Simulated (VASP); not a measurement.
# AgCl (Fm-3m) in VASP: notebook

Runs on AgCl. Level: PBEsol. Tasks: elastic constants.

Everything below comes from runs of VASP 6.6.1. Logs are shortened: lines on timing, memory, paths and dates and some standing lists are left out, and cuts for length are marked.

## 1. The cell of the first run

Symmetry: Fm-3m, No. 225, cubic system. Conventional cell: a = 5.389 Å, b = 5.389 Å, c = 5.389 Å, α = 90.00°, β = 90.00°, γ = 90.00°. Ag (site symmetry m-3m) has 6 Cl at 2.69 Å within 3.6 Å. Within 3.6 Å of Cl (site symmetry m-3m) lie 6 Ag at 2.69 Å.

## 2. Elastic constants, PBEsol

INCAR reads:

```
PREC = Accurate
ENCUT = 600
EDIFF = 1E-8
ISMEAR = 0
SIGMA = 0.01
LREAL = False
LASPH = True
NELM = 60
ALGO = Normal
ISIF = 3
LWAVE = False
LCHARG = False
GGA = PS
IBRION = 6
NFREE = 2
POTIM = 0.015
NSW = 1
```

KPOINTS reads:

```
regular mesh
0
Gamma
  8 8 8
```

POSCAR reads:

```
AgCl
1.0
    0.0000000000      2.6947308242      2.6947308242
    2.6947308242      0.0000000000      2.6947308242
    2.6947308242      2.6947308242      0.0000000000
Ag Cl
1 1
Direct
    0.0000000000      0.0000000000      0.0000000000
    0.5000000000      0.5000000000      0.5000000000
```

Potentials or basis: VASP PAW PBE potentials, release 64 (Ag, Cl).

Run with:

```
cat potpaw_PBE.64/Ag/POTCAR potpaw_PBE.64/Cl/POTCAR > POTCAR
mpirun -np 1 vasp_std > vasp.out
```

OUTCAR:

```text
PREC = Accurate
   ENCUT = 600
   EDIFF = 1E-8
   ISMEAR = 0
   LREAL = False
   LASPH = True
   NELM = 60
   ISIF = 3
   GGA = PS
   IBRION = 6
   NFREE = 2
   POTIM = 0.015
   NSW = 1

 ion  position               nearest neighbor table
   1  0.000  0.000  0.000-   2 2.69   2 2.69   2 2.69   2 2.69   2 2.69   2 2.69
   2  0.500  0.500  0.500-   1 2.69   1 2.69   1 2.69   1 2.69   1 2.69   1 2.69

  LATTYP: Found a face centered cubic cell.
 ALAT       =     5.3894616484

  Lattice vectors:

 A1 = (   0.0000000000,   2.6947308242,   2.6947308242)
 A2 = (   2.6947308242,   0.0000000000,   2.6947308242)
 A3 = (   2.6947308242,   2.6947308242,   0.0000000000)

Analysis of symmetry for initial positions (statically):
=====================================================================
 Subroutine PRICEL returns:
 Original cell was already a primitive cell.

 Routine SETGRP: Setting up the symmetry group for a
 face centered cubic supercell.

 Subroutine GETGRP returns: Found 48 space group operations
 (whereof 48 operations were pure point group operations)
 out of a pool of 48 trial point group operations.

The static configuration has the point symmetry O_h .

Analysis of symmetry for dynamics (positions and initial velocities):
=====================================================================
 Subroutine PRICEL returns:
 Original cell was already a primitive cell.

 Routine SETGRP: Setting up the symmetry group for a
 face centered cubic supercell.

 Subroutine GETGRP returns: Found 48 space group operations
 (whereof 48 operations were pure point group operations)
 out of a pool of 48 trial point group operations.

The dynamic configuration has the point symmetry O_h .

 Subroutine INISYM returns: Found 48 space group operations
 (whereof 48 operations are pure point group operations),
[... 717 lines left out ...]
      4       0.1899      2.00000
      5       2.3785      2.00000
      6       2.4599      2.00000
      7       2.7489      2.00000
      8       3.7062      2.00000
      9       4.2609      2.00000
     10       9.8593      0.00000
     11      10.2385      0.00000
     12      12.8680      0.00000
     13      13.2424      0.00000

 [... further k-points ...]

------------------------ aborting loop because EDIFF is reached ----------------------------------------

  FORCE on cell =-STRESS in cart. coord.  units (eV):
  Direction    XX          YY          ZZ          XY          YZ          ZX
  --------------------------------------------------------------------------------------
  -------------------------------------------------------------------------------------
  Total        0.4697761      0.4659463      0.4659463      0.0000000      0.0000000     -0.0000000
  in kB       19.2320380     19.0752501     19.0752501      0.0000000      0.0000000     -0.0000000
  external PRESSURE =      19.1275127 kB  Pullay stress =       0.0000000 kB
[... 17 lines left out ...]
  FREE ENERGIE OF THE ION-ELECTRON SYSTEM (eV)
  ---------------------------------------------------
  free  energy   TOTEN  =        -6.0536746512 eV

  energy  without entropy=       -6.0536746512  energy(sigma->0) =       -6.05367465

 INTERNAL STRAIN TENSORS FROM STRAINED CELLS
 ============================================

 INTERNAL STRAIN TENSOR FOR ION    1 for displacements in x,y,z  (eV/Angst):
          X           Y           Z          XY          YZ          ZX
  --------------------------------------------------------------------------------
  x     0.00000     0.00000    -0.00000     0.00000     0.00000     0.00000
  y    -0.00000     0.00000     0.00000    -0.00000     0.00000     0.00000
  z     0.00000    -0.00000    -0.00000     0.00000    -0.00000     0.00000

 INTERNAL STRAIN TENSORS FROM DISPLACED ATOMS
 ============================================

 INTERNAL STRAIN TENSOR FOR ION    1 for displacements in x,y,z  (eV/Angst):
          X           Y           Z          XY          YZ          ZX
  --------------------------------------------------------------------------------
  x     0.00000     0.00000     0.00000     0.00000     0.00000     0.00000
  y     0.00000     0.00000     0.00000     0.00000     0.00000     0.00000
  z     0.00000     0.00000     0.00000     0.00000     0.00000     0.00000

 INTERNAL STRAIN TENSOR FOR ION    2 for displacements in x,y,z  (eV/Angst):
          X           Y           Z          XY          YZ          ZX
  --------------------------------------------------------------------------------
  x     0.00000     0.00000     0.00000     0.00000     0.00000     0.00000
  y     0.00000     0.00000     0.00000     0.00000     0.00000     0.00000
  z     0.00000     0.00000     0.00000     0.00000     0.00000     0.00000

 Eigenvectors and eigenvalues of the dynamical matrix
 ----------------------------------------------------

   1 f  =    3.911241 THz    24.575049 2PiTHz  130.464940 cm-1    16.175584 meV
             X         Y         Z           dx          dy          dz
      0.000000  0.000000  0.000000     0.000000    0.000000   -0.497007
      2.694731  2.694731  2.694731     0.000000   -0.000000    0.867747
[... 21 lines left out ...]
   6 f/i=    0.001596 THz     0.010029 2PiTHz    0.053242 cm-1     0.006601 meV
             X         Y         Z           dx          dy          dz
      0.000000  0.000000  0.000000     0.400836   -0.430781    0.637763
      2.694731  2.694731  2.694731     0.229581   -0.246732    0.365283

--------------------------------------------------------------------------------------------------------

 ELASTIC MODULI CONTR FROM IONIC RELAXATION (kBar)
 Direction    XX          YY          ZZ          XY          YZ          ZX
 --------------------------------------------------------------------------------
 XX           0.0000      0.0000      0.0000      0.0000      0.0000      0.0000
 YY           0.0000      0.0000      0.0000      0.0000      0.0000      0.0000
 ZZ           0.0000      0.0000      0.0000      0.0000      0.0000      0.0000
 XY           0.0000      0.0000      0.0000      0.0000      0.0000      0.0000
 YZ           0.0000      0.0000      0.0000      0.0000      0.0000      0.0000
 ZX           0.0000      0.0000      0.0000      0.0000      0.0000      0.0000
 --------------------------------------------------------------------------------

 TOTAL ELASTIC MODULI (kBar)
 Direction    XX          YY          ZZ          XY          YZ          ZX
 --------------------------------------------------------------------------------
 XX         943.8448    507.4206    507.4206      0.0000      0.0000      0.0000
 YY         507.4206    943.8448    507.4206     -0.0000     -0.0000     -0.0000
 ZZ         507.4206    507.4206    943.8448      0.0000      0.0000     -0.0000
 XY           0.0000     -0.0000      0.0000     35.7845      0.0000     -0.0000
 YZ           0.0000     -0.0000      0.0000      0.0000     35.7845      0.0000
 ZX           0.0000     -0.0000     -0.0000     -0.0000      0.0000     35.7845
 --------------------------------------------------------------------------------
```

It took 5 min on 1 thread of Intel Xeon 6975P-C (Granite Rapids), shared host; peak memory 0.31 GiB.

What came out:

| Quantity | Value |
| --- | --- |
| Elastic constants C11, C12, C44 | 94, 51, 4 GPa |
| Voigt bulk modulus | 65 GPa |
| Highest phonon frequency at Γ, LO-TO splitting left out | 130 cm⁻¹ |

Phonon frequencies in cm⁻¹ (negative: imaginary):
| q point | frequencies |
| --- | --- |
| (0.000, 0.000, 0.000) | 0 0 0 130 130 130 |

Elastic tensor in Voigt notation (GPa, in the Cartesian axes of the cell as first typed):
```
94 51 51  0  0  0
51 94 51  0  0  0
51 51 94  0  0  0
 0  0  0  4  0  0
 0  0  0  0  4  0
 0  0  0  0  0  4
```

Clamped-ion elastic tensor (GPa):
```
94 51 51  0  0  0
51 94 51  0  0  0
51 51 94  0  0  0
 0  0  0  4  0  0
 0  0  0  0  4  0
 0  0  0  0  0  4
```

Caveat: the cell is under stress, which shifts elastic constants; the PAW data sets were made with another functional, which shifts forces and pressure a little.

## 3. Elastic constants, PBEsol

This run uses another cell than the first one, of 19.87 Å³/atom.

INCAR reads:

```
SYSTEM = AgCl
PREC = Accurate
ENCUT = 600
EDIFF = 1E-8
ISMEAR = 0
SIGMA = 0.01
LREAL = .False.
LASPH = .True.
NELM = 80
ALGO = Normal
ISIF = 3
LWAVE = .False.
LCHARG = .False.
GGA = PS
NBANDS = 16
IBRION = 6
NFREE = 2
POTIM = 0.015
NSW = 1
```

KPOINTS reads:

```
regular mesh
0
Gamma
  8 8 8
  0 0 0
```

POSCAR reads:

```
AgCl
1.0
    0.0000000000      2.7084881540      2.7084881540
    2.7084881540      0.0000000000      2.7084881540
    2.7084881540      2.7084881540      0.0000000000
Ag Cl
1 1
Direct
    0.0000000000      0.0000000000      0.0000000000
    0.5000000000      0.5000000000      0.5000000000
```

Potentials or basis: VASP PAW PBE potentials, release 64 (Ag, Cl).

Run with:

```
cat potpaw_PBE.64/Ag/POTCAR potpaw_PBE.64/Cl/POTCAR > POTCAR
mpirun -np 1 vasp_std > vasp.out
```

Wall time 5.7 min (1 thread of Intel Xeon 6975P-C (Granite Rapids), shared host); peak memory 0.35 GiB.

The run converged. Its results:

```yaml
Elastic_constants_C11_C12_C44: 86, 49, 4 GPa
Voigt_bulk_modulus: 61 GPa
Highest_phonon_frequency_at_Γ_LO-TO_splitting_left_out: 123 cm⁻¹
```

Phonon frequencies in cm⁻¹ (negative: imaginary):
| q point | frequencies |
| --- | --- |
| (0.000, 0.000, 0.000) | 0 0 0 123 123 123 |

Elastic tensor in Voigt notation (GPa, in the Cartesian axes of the cell as first typed):
```
86 49 49  0  0  0
49 86 49  0  0  0
49 49 86  0  0  0
 0  0  0  4  0  0
 0  0  0  0  4  0
 0  0  0  0  0  4
```

Clamped-ion elastic tensor (GPa):
```
86 49 49  0  0  0
49 86 49  0  0  0
49 49 86  0  0  0
 0  0  0  4  0  0
 0  0  0  0  4  0
 0  0  0  0  0  4
```

Caveat: the PAW data sets were made with another functional, which shifts forces and pressure a little.

## 4. Elastic constants, PBEsol

This run uses another cell than the first one, of 20.21 Å³/atom.

INCAR: that of step 3 with these lines changed.

```diff
@@ -12,5 +12,4 @@
 LWAVE = .False.
-LCHARG = .False.
+LCHARG = .True.
 GGA = PS
-NBANDS = 16
 IBRION = 6
```

KPOINTS is that of step 3.

POSCAR reads:

```
AgCl
1.0
    0.0000000000      2.7237519381      2.7237519381
    2.7237519381      0.0000000000      2.7237519381
    2.7237519381      2.7237519381      0.0000000000
Ag Cl
1 1
Direct
    0.0000000000      0.0000000000      0.0000000000
    0.5000000000      0.5000000000      0.5000000000
```

Run with:

```
cat potpaw_PBE.64/Ag/POTCAR potpaw_PBE.64/Cl/POTCAR > POTCAR
mpirun -np 1 vasp_std > vasp.out
```

Run time: 4.5 min. Hardware: 1 thread of Intel Xeon 6975P-C (Granite Rapids), shared host; peak memory 0.32 GiB.

It converged, with:

```yaml
Elastic_constants_C11_C12_C44: 78, 47, 5 GPa
Voigt_bulk_modulus: 57 GPa
Highest_phonon_frequency_at_Γ_LO-TO_splitting_left_out: 116 cm⁻¹
```

Phonon frequencies in cm⁻¹ (negative: imaginary):
| q point | frequencies |
| --- | --- |
| (0.000, 0.000, 0.000) | 0 0 0 116 116 116 |

Elastic tensor in Voigt notation (GPa, in the Cartesian axes of the cell as first typed):
```
78 47 47  0  0  0
47 78 47  0  0  0
47 47 78  0  0  0
 0  0  0  5  0  0
 0  0  0  0  5  0
 0  0  0  0  0  5
```

Clamped-ion elastic tensor (GPa):
```
78 47 47  0  0  0
47 78 47  0  0  0
47 47 78  0  0  0
 0  0  0  5  0  0
 0  0  0  0  5  0
 0  0  0  0  0  5
```

Caveat: the PAW data sets were made with another functional, which shifts forces and pressure a little.
